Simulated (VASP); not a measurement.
Here is a VASP 6.6.1 calculation.

Contents of INCAR:

```
SYSTEM = Al
PREC     = Accurate       ! precision mode
ENCUT    = 520            ! plane-wave cutoff, eV
EDIFF    = 1E-6           ! SCF threshold, eV
ISMEAR   = -1             ! smearing method
SIGMA    = 0.05           ! smearing width, eV
LREAL    = .FALSE.        ! projectors in reciprocal space
LASPH    = .TRUE.         ! aspherical terms in the spheres
NELM     = 60             ! most SCF steps
ALGO     = Normal         ! electronic algorithm
ISIF     = 2              ! what is computed and relaxed
LWAVE    = .FALSE.        ! write WAVECAR
LCHARG   = .FALSE.        ! write CHGCAR
GGA      = PE             ! functional
NBANDS   = 8              ! bands
```

Contents of KPOINTS:

```
regular mesh
0
G
  15 15 15
  0 0 0
```

POSCAR

```
Al
1.0
    2.7215709975      0.0000000000      0.0000000000
    0.0000000000      2.7215709975      0.0000000000
    0.0000000000      0.0000000000      2.7215709975
Al
1
Direct
    0.0000000000      0.0000000000      0.0000000000
```

Potentials or basis: VASP PAW PBE potentials, release 64 (Al).

The run is started by

```bash
$ cat potpaw_PBE.64/Al/POTCAR > POTCAR
$ mpirun -np 1 vasp_std > vasp.out
```

Problem. What does it give for the pressure?

Solution. 0.0 GPa.
